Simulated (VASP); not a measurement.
# H14CO8 in VASP: further runs

H14CO8 is run at these levels: PBE+D3(BJ); tasks: single point.

Program: VASP 6.6.1. These are calculated values, not measurements. Logs are shortened: lines on timing, memory, paths and dates and some standing lists are left out, and cuts for length are marked.

**1. The cell of the first run**

The cell holds an amorphous packing of atoms, 23 atoms: a = 6.025 Å, b = 6.025 Å, c = 6.025 Å, α = 90.00°, β = 90.00°, γ = 90.00°.

**2. Single point, PBE+D3(BJ)**

INCAR reads:

```
SYSTEM = H14CO8
ALGO     = Normal         ! electronic algorithm
EDIFF    = 1E-6           ! SCF threshold, eV
ENCUT    = 520            ! plane-wave cutoff, eV
GGA      = PE             ! functional
ISIF     = 2              ! what is computed and relaxed
ISMEAR   = -1             ! smearing method
IVDW     = 12             ! dispersion correction
LASPH    = .TRUE.         ! aspherical terms in the spheres
LCHARG   = .TRUE.         ! write CHGCAR
LELF     = .TRUE.         ! ELF
LREAL    = Auto         
LVHAR    = .TRUE.       
LWAVE    = .FALSE.        ! write WAVECAR
NBANDS   = 50             ! bands
NELM     = 60             ! most SCF steps
PREC     = Accurate       ! precision mode
SIGMA    = 0.02           ! smearing width, eV
```

KPOINTS reads:

```
k-points
0
G
  1 1 1
  0 0 0
```

POSCAR reads:

```
H14CO8
1.0
    6.0248970000      0.0000000000      0.0000000000
    0.0000000000      6.0248970000      0.0000000000
    0.0000000000      0.0000000000      6.0248970000
O H C
8 14 1
Direct
    0.4240072486      0.4318414074      0.4503811434
    0.3345285405      0.1326661684      0.8163625038
    0.9061067766      0.4116584898      0.6487579788
    0.7870010060      0.9432526398      0.7203442648
    0.1895302111      0.8242630538      0.5346481442
    0.0654948956      0.0811134199      0.1898621669
    0.4549787324      0.6629324949      0.0370462765
    0.7303361369      0.7458550744      0.2578301339
    0.5520924258      0.5026641949      0.5297849905
    0.3234246162      0.5553289957      0.4340655118
    0.2632078192      0.2449502456      0.7074809744
    0.4703482898      0.0865906919      0.7688098236
    0.9986892722      0.5340340258      0.6166744427
    0.9136753707      0.2935651846      0.5313617810
    0.8091590611      1.0955208031      0.7636645075
    0.9199493369      0.8836831567      0.6511314633
    0.2952415618      0.8795171104      0.6374548810
    0.1750071412      0.9204306729      0.3998574581
   -0.0477020603     -0.0420588103      0.1454298721
    0.1542101052      0.1190227816      0.0654119066
    0.4056168927      0.7873163641      0.1368156169
    0.6852399302      0.4390448501      0.0753705831
    0.6539696861      0.6115623221      0.1341101765
```

Potentials or basis: VASP PAW PBE potentials, release 64 (O, H, C).

Launch:

```console
$ cat potpaw_PBE.64/O/POTCAR potpaw_PBE.64/H/POTCAR potpaw_PBE.64/C/POTCAR > POTCAR
$ mpirun -np 1 vasp_gam > vasp.out
```

OUTCAR:

```text
SYSTEM = H14CO8
   EDIFF = 1E-6
   ENCUT = 520
   GGA = PE
   ISIF = 2
   ISMEAR = -1
   IVDW = 12
   LASPH = .TRUE.
   LREAL = Auto
   NELM = 60
   PREC = Accurate
 IVDW          = 12

 ion  position               nearest neighbor table
   1  0.424  0.432  0.450-  10 0.96   9 1.00
   2  0.335  0.133  0.816-  12 0.91  11 1.04
   3  0.906  0.412  0.649-  13 0.94  14 1.00
   4  0.787  0.943  0.720-  15 0.96  16 0.97
   5  0.190  0.824  0.535-  17 0.95  18 1.00
   6  0.065  0.081  0.190-  20 0.95  19 1.04
   7  0.455  0.663  0.037-  21 1.01  23 1.37
   8  0.730  0.746  0.258-  23 1.19
   9  0.552  0.503  0.530-   1 1.00
  10  0.323  0.555  0.434-   1 0.96
  11  0.263  0.245  0.707-   2 1.04
  12  0.470  0.087  0.769-   2 0.91
  13  0.999  0.534  0.617-   3 0.94
  14  0.914  0.294  0.531-   3 1.00
  15  0.809  0.096  0.764-   4 0.96
  16  0.920  0.884  0.651-   4 0.97
  17  0.295  0.880  0.637-   5 0.95
  18  0.175  0.920  0.400-   5 1.00
  19  0.952  0.958  0.145-   6 1.04
  20  0.154  0.119  0.065-   6 0.95
  21  0.406  0.787  0.137-   7 1.01
  22  0.685  0.439  0.075-  23 1.11
  23  0.654  0.612  0.134-  22 1.11   8 1.19   7 1.37

  LATTYP: Found a simple cubic cell.
 ALAT       =     6.0248970000

  Lattice vectors:

 A1 = (   6.0248970000,   0.0000000000,   0.0000000000)
 A2 = (   0.0000000000,   6.0248970000,   0.0000000000)
 A3 = (   0.0000000000,   0.0000000000,   6.0248970000)

Analysis of symmetry for initial positions (statically):
=====================================================================
 Subroutine PRICEL returns:
 Original cell was already a primitive cell.

 Routine SETGRP: Setting up the symmetry group for a
 simple cubic supercell.

 Subroutine GETGRP returns: Found  1 space group operations
 (whereof  1 operations were pure point group operations)
 out of a pool of 48 trial point group operations.

The static configuration has the point symmetry C_1 .

Analysis of symmetry for dynamics (positions and initial velocities):
=====================================================================
 Subroutine PRICEL returns:
 Original cell was already a primitive cell.

 Routine SETGRP: Setting up the symmetry group for a
 simple cubic supercell.

[... 121 lines left out ...]
   NELM   =     60;   NELMIN=  2; NELMDL= -5     # of ELM steps
   EDIFF  = 0.1E-05   stopping-criterion for ELM
   LREAL  =      T    real-space projection
   EDIFFG = 0.1E-04   stopping-criterion for IOM
   NSW    =      0    number of steps for IOM
   IBRION =     -1    ionic relax: 0-MD 1-quasi-New 2-CG
   NFREE  =      0    steps in history (QN), initial steepest desc. (CG)
   ISIF   =      2    stress and relaxation
   ISYM   =      2    0-nonsym 1-usesym 2-fastsym
   POTIM  = 0.5000    time-step for ionic-motion
   TEBEG  =    0.0;   TEEND  =   0.0 temperature during run
   PSTRESS=    0.0 pullay stress
   NELECT =      66.0000    total number of electrons
   NUPDOWN=      -1.0000    fix difference up-down
   EMIN   =  10.00;   EMAX   =-10.00  energy-range for DOS
   EFERMI =   0.00;   METHOD = LEGACY
   ISMEAR =    -1;   SIGMA  =   0.02  broadening in eV -4-tet -1-fermi 0-gaus
   EFERMI_NEDOS =   21; number of points for ismear=-14 and -15
   IALGO  =     38    algorithm
   IMIX   =      4    mixing-type and parameters
     AMIX     =   0.40;   BMIX     =  1.00
     AMIX_MAG =   1.60;   BMIX_MAG =  1.00
  volume/ion in A,a.u.               =       9.51        64.17
  Fermi-wavevector in a.u.,A,eV,Ry     =   1.098095  2.075098 16.406072  1.205812
  Thomas-Fermi vector in A             =   2.234466
   LORBIT       =      0    0 simple, 1 ext, 2 COOP (PROOUT), +10 PAW based schemes
   GGA     = PE    functional components
   LHFCALC =     F    Hartree Fock is set to
   AEXX    =    0.0000 exact exchange contribution
   IVDW    =    12    specifies the selected vdW correction
   LEPSILON=     F    determine dielectric tensor
   LRPA    =     F    only Hartree local field effects (RPA)
 non-spin polarized calculation
  energy-cutoff  :      520.00
  volume of cell :      218.70
 maximum number of plane-waves:      2944
 NGX is ok and might be reduce to    48
   NGX = 23   NGY = 23   NGZ = 23

 number of electron      65.9999999 magnetization

 Free energy of the ion-electron system (eV)
  ---------------------------------------------------
  ext. energy  EPLUGINS =         0.00000000
  ---------------------------------------------------
  free energy    TOTEN  =      -116.23237077 eV

  energy without entropy =     -116.23237077  energy(sigma->0) =     -116.23237077

 E-fermi :  -2.6503     XC(G=0):  -7.3304

 val. band max:       -3.1539543548   @ k =   0.0000   0.0000   0.0000
 cond. band min:       1.9847056791   @ k =   0.0000   0.0000   0.0000
 fundamental gap:      5.1386600339
 Fermi energy:        -2.6502718444

 k-point     1 :       0.0000    0.0000    0.0000
  band No.  band energies     occupation
      1     -24.4389      2.00000
      2     -22.2530      2.00000
      3     -21.8921      2.00000
      4     -21.7592      2.00000
      5     -21.5970      2.00000
      6     -21.3989      2.00000
[... 37 lines left out ...]
     44       7.5887      0.00000
     45       7.9895      0.00000
 [bands above 45 left out]

------------------------ aborting loop because EDIFF is reached ----------------------------------------

 Edisp (eV)   -0.93577

 E8    (eV) :    -0.1989

  FORCE on cell =-STRESS in cart. coord.  units (eV):
  Direction    XX          YY          ZZ          XY          YZ          ZX
  --------------------------------------------------------------------------------------
  -------------------------------------------------------------------------------------
  Total       4.59587    -0.67529     2.42436     0.82145    -0.24750    -1.49312
  in kB      33.66893    -4.94711    17.76061     6.01784    -1.81317   -10.93845
  external pressure =       15.49 kB  Pullay stress =        0.00 kB

 VOLUME and BASIS-vectors are now :
 -----------------------------------------------------------------------------
  energy-cutoff  :      520.00
  volume of cell :      218.70
      direct lattice vectors                 reciprocal lattice vectors
     6.024897000  0.000000000  0.000000000     0.165977941  0.000000000  0.000000000
     0.000000000  6.024897000  0.000000000     0.000000000  0.165977941  0.000000000
     0.000000000  0.000000000  6.024897000     0.000000000  0.000000000  0.165977941

 POSITION                                       TOTAL-FORCE (eV/Angst)
 -----------------------------------------------------------------------------------
      2.55460      2.60180      2.71350         1.371014     -0.340543      0.815430
      2.01550      0.79930      4.91850        -4.655086      2.385053      0.663968
      5.45920      2.48020      3.90870        -1.212029     -2.557208      0.003652
      4.74160      5.68300      4.34000        -1.443902     -0.209666      0.595915
      1.14190      4.96610      3.22120        -1.389425     -1.594028     -1.584658
      0.39460      0.48870      1.14390        -2.465358     -2.140496      1.355590
[... 15 lines left out ...]
      4.12850      2.64520      0.45410         1.115709      0.271473      0.405320
      3.94010      3.68460      0.80800        -3.063146     -0.959481     -2.088507
 -----------------------------------------------------------------------------------
    total drift:                               -0.007443     -0.015323     -0.006681

  FREE ENERGIE OF THE ION-ELECTRON SYSTEM (eV)
  ---------------------------------------------------
  free  energy   TOTEN  =      -117.1681445666 eV

  energy  without entropy=     -117.1681445666  energy(sigma->0) =     -117.16814457
```

OSZICAR:

```text
N       E                     dE             d eps       ncg     rms          rms(c)
DAV:   1     0.483666785555E+03    0.48367E+03   -0.37675E+04   108   0.124E+03
DAV:   2    -0.868231915775E+02   -0.57049E+03   -0.55056E+03   136   0.305E+02
DAV:   3    -0.126961843936E+03   -0.40139E+02   -0.39903E+02   120   0.859E+01
DAV:   4    -0.127484171201E+03   -0.52233E+00   -0.52187E+00   128   0.108E+01
DAV:   5    -0.127491926028E+03   -0.77548E-02   -0.77534E-02   128   0.126E+00    0.212E+01
DAV:   6    -0.116561464797E+03    0.10930E+02   -0.34431E+01   120   0.263E+01    0.831E+00
DAV:   7    -0.116333300996E+03    0.22816E+00   -0.12617E+00   120   0.510E+00    0.510E+00
DAV:   8    -0.116232311305E+03    0.10099E+00   -0.37514E-01   128   0.330E+00    0.658E-01
DAV:   9    -0.116228613332E+03    0.36980E-02   -0.36697E-02   128   0.102E+00    0.304E-01
DAV:  10    -0.116231899267E+03   -0.32859E-02   -0.13140E-02   120   0.526E-01    0.142E-01
DAV:  11    -0.116231993475E+03   -0.94208E-04   -0.13360E-03   128   0.211E-01    0.727E-02
DAV:  12    -0.116232339213E+03   -0.34574E-03   -0.48877E-04   104   0.108E-01    0.321E-02
DAV:  13    -0.116232369580E+03   -0.30368E-04   -0.73503E-05   120   0.555E-02    0.954E-03
DAV:  14    -0.116232370906E+03   -0.13251E-05   -0.11984E-05   128   0.169E-02    0.613E-03
DAV:  15    -0.116232370766E+03    0.13911E-06   -0.33463E-06   120   0.951E-03
   1 F= -.11716814E+03 E0= -.11716814E+03  d E =-.121809E-10
```

stdout:

```text
POSCAR found type information on POSCAR O H C
 POSCAR found :  3 types and      23 ions
 scaLAPACK will be used
 LDA part: xc-table for (Slater+PW92), standard interpolation
 POSCAR, INCAR and KPOINTS ok, starting setup
 FFT: planning ... GRIDC
 FFT: planning ... GRID_SOFT
 FFT: planning ... GRID
 WAVECAR not read
 entering main loop
```

It took 21 s on 1 thread of Intel Xeon Platinum 8488C (Sapphire Rapids), shared host; peak memory 0.31 GiB.

What came out:

```
Free energy                : -117.1681 eV
Pressure                   : 1.5 GPa
Largest force              : 5.272 eV/Å
Band gap on the k mesh     : 5.14 eV
Dispersion energy per atom : -0.041 eV
```

Forces in eV/Å, atoms in the order of the input:
```
O    1.371 -0.341  0.815
O   -4.655  2.385  0.664
O   -1.212 -2.557  0.004
O   -1.444 -0.210  0.596
O   -1.389 -1.594 -1.585
O   -2.465 -2.140  1.356
O   -0.389  0.399  0.520
O    2.451  0.770  1.522
H   -0.784 -0.711 -0.394
H   -0.567  0.665  0.028
H    1.613 -1.300  1.145
H    3.621 -0.729 -1.424
H    1.063  1.065 -0.796
H    0.298  1.432  0.459
H    0.621  0.300  0.098
H    0.630  0.277 -0.225
H    0.703  0.871  0.823
H    0.033  0.335  0.340
H    1.447  1.786  0.407
H    1.019  0.213 -1.595
H   -0.016 -0.228 -1.075
H    1.116  0.271  0.405
C   -3.063 -0.959 -2.089
```

Caveat: the k points lie up to 1.04 Å⁻¹ apart.

(Part 1 of 2 ends here.)
